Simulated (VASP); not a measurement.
# TiO2 (P3_121) in VASP: settings compared, part 2 of 2

VASP 6.6.1.

**4. Single point, PBEsol**

This run uses another cell than the first one, of 19.53 Å³/atom.

Input file INCAR:

```
  PREC = Accurate
  ENCUT = 520
  EDIFF = 1E-6
  ISMEAR = -1
  SIGMA = 0.05
  LREAL = F
  LASPH = T
  NELM = 80
  ALGO = Normal
  ISIF = 2
  LWAVE = F
  LCHARG = F
  GGA = PS
  NBANDS = 46
```

Input file KPOINTS:

```
regular mesh
0
Gamma
  6 6 5
```

Input file POSCAR:

```
TiO2
1.0
    5.6976656121      0.0000000000      0.0000000000
   -2.8488328061      4.9343231624      0.0000000000
    0.0000000000      0.0000000000      6.2519541745
Ti O
3 6
Direct
    0.4921427711      0.0000000000      0.3333333333
    0.0000000000      0.4921427711      0.6666666667
    0.5078572289      0.5078572289      0.0000000000
    0.5749403391      0.8021608425      0.1554600803
    0.7727794965      0.1978391575      0.5112065863
    0.2272205035      0.4250596609      0.8221267470
    0.8021608425      0.5749403391      0.8445399197
    0.1978391575      0.7727794965      0.4887934137
    0.4250596609      0.2272205035      0.1778732530
```

Potentials or basis: VASP PAW PBE potentials, release 64 (Ti_sv, O).

Launch:

```bash
> cat potpaw_PBE.64/Ti_sv/POTCAR potpaw_PBE.64/O/POTCAR > POTCAR
> mpirun -np 1 vasp_std > vasp.out
```

OUTCAR:

```text
PREC = Accurate
   ENCUT = 520
   EDIFF = 1E-6
   ISMEAR = -1
   LREAL = F
   LASPH = T
   NELM = 80
   ISIF = 2
   GGA = PS

 ion  position               nearest neighbor table
   1  0.492  0.000  0.333-   5 1.81   4 1.81   8 1.81   9 1.81
   2  0.000  0.492  0.667-   8 1.81   7 1.81   6 1.81   5 1.81
   3  0.508  0.508  0.000-   6 1.81   9 1.81   7 1.81   4 1.81
   4  0.575  0.802  0.155-   1 1.81   3 1.81
   5  0.773  0.198  0.511-   1 1.81   2 1.81
   6  0.227  0.425  0.822-   3 1.81   2 1.81
   7  0.802  0.575  0.845-   2 1.81   3 1.81
   8  0.198  0.773  0.489-   2 1.81   1 1.81
   9  0.425  0.227  0.178-   3 1.81   1 1.81

  LATTYP: Found a hexagonal cell.
 ALAT       =     5.6976656121
 C/A-ratio  =     1.0972834491

  Lattice vectors:

 A1 = (   5.6976656121,   0.0000000000,   0.0000000000)
 A2 = (  -2.8488328061,   4.9343231624,   0.0000000000)
 A3 = (   0.0000000000,   0.0000000000,   6.2519541745)

Analysis of symmetry for initial positions (statically):
=====================================================================
 Subroutine PRICEL returns:
 Original cell was already a primitive cell.

 Routine SETGRP: Setting up the symmetry group for a
 hexagonal supercell.

 Subroutine GETGRP returns: Found  6 space group operations
 (whereof  2 operations were pure point group operations)
 out of a pool of 24 trial point group operations.

The static configuration has the point symmetry C_2 .
 The point group associated with its full space group is D_3 .

Analysis of symmetry for dynamics (positions and initial velocities):
=====================================================================
 Subroutine PRICEL returns:
 Original cell was already a primitive cell.

 Routine SETGRP: Setting up the symmetry group for a
 hexagonal supercell.

 Subroutine GETGRP returns: Found  6 space group operations
 (whereof  2 operations were pure point group operations)
 out of a pool of 24 trial point group operations.

The dynamic configuration has the point symmetry C_2 .
 The point group associated with its full space group is D_3 .

 Subroutine INISYM returns: Found  6 space group operations
 (whereof  2 operations are pure point group operations),
 and found     1 'primitive' translations

----------------------------------------------------------------------------------------

                                     Primitive cell

  volume of cell :     175.7682

  direct lattice vectors                    reciprocal lattice vectors
     5.697665612  0.000000000  0.000000000     0.175510475  0.101331020  0.000000000
    -2.848832806  4.934323162  0.000000000     0.000000000  0.202662040  0.000000000
     0.000000000  0.000000000  6.251954174     0.000000000  0.000000000  0.159949989

  length of vectors
     5.697665612  5.697665612  6.251954174     0.202662040  0.202662040  0.159949989

  position of ions in fractional coordinates (direct lattice)
     0.492142771  0.000000000  0.333333333
     0.000000000  0.492142771  0.666666667
     0.507857229  0.507857229  0.000000000
     0.574940339  0.802160843  0.155460080
     0.772779496  0.197839157  0.511206586
     0.227220503  0.425059661  0.822126747
[... 47 lines left out ...]
  0.500000 -0.000000  0.000000      3.000000
  0.166667  0.166667  0.000000      6.000000
  0.333333  0.166667  0.000000     12.000000
[... 16 lines left out ...]
  0.500000 -0.000000  0.400000      6.000000
  0.166667  0.166667  0.400000     12.000000
 [... further k-points ...]
   k-points           NKPTS =     27   k-points in BZ     NKDIM =     27   number of bands    NBANDS=     46
   number of dos      NEDOS =    301   number of ions     NIONS =      9
   total plane-waves  NPLWV =  84672
   dimension x,y,z NGX =    42 NGY =   42 NGZ =   48
   dimension x,y,z NGXF=    84 NGYF=   84 NGZF=   96
   ions per type =               3   6
   NGX,Y,Z   is equivalent  to a cutoff of  12.25, 12.25, 12.76 a.u.
   NGXF,Y,Z  is equivalent  to a cutoff of  24.51, 24.51, 25.53 a.u.
 SYSTEM =  unknown system
   PREC   = accura    normal or accurate (medium, high low for compatibility)
   ISTART =      0    job   : 0-new  1-cont  2-samecut
   ICHARG =      2    charge: 1-file 2-atom 10-const
   ISPIN  =      1    spin polarized calculation?
   LNONCOLLINEAR =      F non collinear calculations
   LSORBIT =      F    spin-orbit coupling
   LASPH  =      T    aspherical Exc in radial PAW
   ENCUT  =  520.0 eV  38.22 Ry    6.18 a.u.  10.59 10.59 11.62*2*pi/ulx,y,z
   NELM   =     80;   NELMIN=  2; NELMDL= -5     # of ELM steps
   EDIFF  = 0.1E-05   stopping-criterion for ELM
   LREAL  =      F    real-space projection
   EDIFFG = 0.1E-04   stopping-criterion for IOM
   NSW    =      0    number of steps for IOM
   IBRION =     -1    ionic relax: 0-MD 1-quasi-New 2-CG
   NFREE  =      0    steps in history (QN), initial steepest desc. (CG)
   ISIF   =      2    stress and relaxation
   ISYM   =      2    0-nonsym 1-usesym 2-fastsym
   POTIM  = 0.5000    time-step for ionic-motion
   TEBEG  =    0.0;   TEEND  =   0.0 temperature during run
   PSTRESS=    0.0 pullay stress
   NELECT =      72.0000    total number of electrons
   NUPDOWN=      -1.0000    fix difference up-down
   EMIN   =  10.00;   EMAX   =-10.00  energy-range for DOS
   EFERMI =   0.00;   METHOD = LEGACY
   ISMEAR =    -1;   SIGMA  =   0.05  broadening in eV -4-tet -1-fermi 0-gaus
   EFERMI_NEDOS =   21; number of points for ismear=-14 and -15
   IALGO  =     38    algorithm
   IMIX   =      4    mixing-type and parameters
     AMIX     =   0.40;   BMIX     =  1.00
     AMIX_MAG =   1.60;   BMIX_MAG =  1.00
  volume/ion in A,a.u.               =      19.53       131.79
  Fermi-wavevector in a.u.,A,eV,Ry     =   1.215828  2.297582 20.112653  1.478238
  Thomas-Fermi vector in A             =   2.351202
   LORBIT       =      0    0 simple, 1 ext, 2 COOP (PROOUT), +10 PAW based schemes
   GGA     = PS    functional components
   LHFCALC =     F    Hartree Fock is set to
   AEXX    =    0.0000 exact exchange contribution
   IVDW    =     0    specifies the selected vdW correction
   LEPSILON=     F    determine dielectric tensor
   LRPA    =     F    only Hartree local field effects (RPA)
 non-spin polarized calculation
  energy-cutoff  :      520.00
  volume of cell :      175.77
 maximum number of plane-waves:      4769
   NGX = 21   NGY = 21   NGZ = 23

 number of electron      72.0000006 magnetization

 Free energy of the ion-electron system (eV)
  ---------------------------------------------------
  ext. energy  EPLUGINS =         0.00000000
  ---------------------------------------------------
  free energy    TOTEN  =       -83.18979568 eV

  energy without entropy =      -83.18979568  energy(sigma->0) =      -83.18979568

 E-fermi :  -0.2508     XC(G=0):  -7.7585

 val. band max:       -1.4824963104   @ k =   0.0000   0.0000   0.4000
 cond. band min:       1.9563297207   @ k =   0.0000   0.0000   0.0000
 fundamental gap:      3.4388260311
 Fermi energy:        -0.2507843508

 k-point     1 :       0.0000    0.0000    0.0000
  band No.  band energies     occupation
      1     -56.5212      2.00000
      2     -56.5110      2.00000
      3     -56.5110      2.00000
      4     -33.0881      2.00000
      5     -33.0604      2.00000
      6     -33.0604      2.00000
[... 1165 lines left out ...]
     45       4.5357      0.00000
     46       4.8013      0.00000

 [... further k-points ...]

------------------------ aborting loop because EDIFF is reached ----------------------------------------

  FORCE on cell =-STRESS in cart. coord.  units (eV):
  Direction    XX          YY          ZZ          XY          YZ          ZX
  --------------------------------------------------------------------------------------
  -------------------------------------------------------------------------------------
  Total        0.5232122      0.5232122      0.5428944     -0.0000000      0.0000000      0.0000000
  in kB        4.7692280      4.7692280      4.9486375     -0.0000000      0.0000000      0.0000000
  external PRESSURE =       4.8290311 kB  Pullay stress =       0.0000000 kB

 VOLUME and BASIS-vectors are now :
 -----------------------------------------------------------------------------
  energy-cutoff  :      520.00
  volume of cell :      175.77
      direct lattice vectors                 reciprocal lattice vectors
     5.697665612  0.000000000  0.000000000     0.175510475  0.101331020  0.000000000
    -2.848832806  4.934323162  0.000000000     0.000000000  0.202662040  0.000000000
     0.000000000  0.000000000  6.251954174     0.000000000  0.000000000  0.159949989

 POSITION                                       TOTAL-FORCE (eV/Angst)
 -----------------------------------------------------------------------------------
      2.80406      0.00000      2.08398        -0.001600      0.000000     -0.000000
     -1.40203      2.42839      4.16797         0.000800     -0.001386     -0.000000
      1.44680      2.50593      0.00000         0.000800      0.001386     -0.000000
      0.99060      3.95812      0.97193         0.023073      0.018073     -0.004783
      3.83943      0.97620      3.19604         0.023073     -0.018073      0.004783
      0.08370      2.09738      5.13990         0.004115     -0.029018     -0.004783
      2.93254      2.83694      5.28002         0.004115      0.029018      0.004783
     -1.07430      3.81314      3.05591        -0.027188      0.010946     -0.004783
      1.77453      1.12118      1.11206        -0.027188     -0.010946      0.004783
 -----------------------------------------------------------------------------------
    total drift:                               -0.000001     -0.000002      0.000000

  FREE ENERGIE OF THE ION-ELECTRON SYSTEM (eV)
  ---------------------------------------------------
  free  energy   TOTEN  =       -83.1897956752 eV

  energy  without entropy=      -83.1897956752  energy(sigma->0) =      -83.18979568
```

Wall time 9.7 min (1 thread of Intel Xeon 8259CL, shared host); peak memory 0.38 GiB.

What came out:

* Free energy: -83.1898 eV
* Pressure: 0.5 GPa
* Largest force: 0.030 eV/Å
* Band gap on the k mesh: 3.44 eV (least direct gap 3.55 eV)

Forces on the atoms (eV/Å):
```
Ti  -0.002  0.000  0.000
Ti   0.001 -0.001  0.000
Ti   0.001  0.001  0.000
O    0.023  0.018 -0.005
O    0.023 -0.018  0.005
O    0.004 -0.029 -0.005
O    0.004  0.029  0.005
O   -0.027  0.011 -0.005
O   -0.027 -0.011  0.005
```

Caveat: the PAW data sets were made with another functional, which shifts forces and pressure a little.

**5. Summary**

```tsv
level	cell	gap on the mesh (eV)	pressure (GPa)	largest force (eV/Å)
PBEsol+D3(BJ)	a = 5.376, b = 5.376, c = 5.854 Å, angles 90.0, 90.0, 120.0°, 9 atoms, atomic positions A	3.67	0.6	0.06
BLYP	a = 5.582, b = 5.582, c = 6.082 Å, angles 90.0, 90.0, 120.0°, 9 atoms, atomic positions B	3.59	4.6	0.25
PBEsol	a = 5.698, b = 5.698, c = 6.252 Å, angles 90.0, 90.0, 120.0°, 9 atoms, atomic positions C	3.44	0.5	0.03
```

Alike in all rows: task single point; potentials or basis VASP PAW PBE potentials, release 64 (Ti_sv, O); no spin polarisation; k mesh 6 × 6 × 5; cutoff (eV) 520; smearing fermi-dirac 0.05 eV.

Caveats: the PAW data sets were made with another functional, which shifts forces and pressure a little; the cell stands under pressure (at least some runs).

Total energies depend on the potentials used, so only differences within one code and one set of settings carry meaning.
